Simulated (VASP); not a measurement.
TaN: single point with PBE

The system is TaN.

```
CELL_PARAMETERS angstrom
0.00000 -2.20811 -2.20811
0.00000 2.20811 -2.20811
4.41622 0.00000 0.00000
ATOMIC_POSITIONS crystal
Ta 0.51215 0.48785 0.00000
Ta 0.98785 0.01215 0.50000
N 0.48646 0.51354 0.50000
N 0.01354 0.98646 0.00000
```

This cell differs from its parent crystal: atoms displaced along a vibrational mode.

```
Program             : VASP 6.6.1
Task                : single point
Functional          : PBE
Potentials or basis : VASP PAW PBE potentials, release 64 (Ta_pv, N)
Cutoff              : 520 eV
k mesh              : 14 × 14 × 10
Occupations         : gaussian, width 0.15 eV
Spin                : no spin polarisation
```

| Quantity | Value |
| --- | --- |
| Pressure | 1.0 GPa |
| Largest force | 0.285 eV/Å |
| Band gap on the k mesh | zero (bands 16 and 17 overlap by 3.82 eV) |

Forces in eV/Å, atoms in the order of the input:
```
Ta   0.000 -0.285  0.000
Ta   0.000  0.285  0.000
N    0.000  0.041  0.000
N    0.000 -0.041  0.000
```

Stress tensor (GPa, compression positive):
```
-1.02  0.00  0.00
 0.00  3.80  0.00
 0.00  0.00  0.19
```

Levels at points of the mesh, in eV from the Fermi level:
```csv
k point,band 13,band 14,band 15,band 16,band 17,band 18,band 19,band 20
"(0.00, 0.00, 0.00)",-3.73,-3.73,-3.71,-2.03,-1.99,-1.98,0.11,0.21
"(0.50, 0.00, 0.00)",-6.84,-6.17,-0.16,0.41,0.75,1.46,1.59,1.87
"(0.50, 0.50, 0.00)",-4.56,-4.55,-4.55,-4.32,2.16,2.21,3.51,3.53
"(0.00, 0.00, 0.50)",-4.76,-4.76,-3.99,-3.99,0.95,0.95,1.60,1.60
"(0.50, 0.00, 0.50)",-7.39,-7.39,1.84,1.84,1.93,1.93,1.99,1.99
"(0.50, 0.50, 0.50)",-6.64,-6.64,-0.18,-0.18,-0.13,-0.13,3.54,3.54
```

Run time: 84 s on 1 thread of Intel(R) Xeon(R) 6975P-C (Granite Rapids), on a shared host, peak memory 0.39 GiB.

Caveat: the cell differs from its parent crystal (atoms displaced along a vibrational mode); spin-orbit coupling is left out, which moves the levels of the heavy elements.
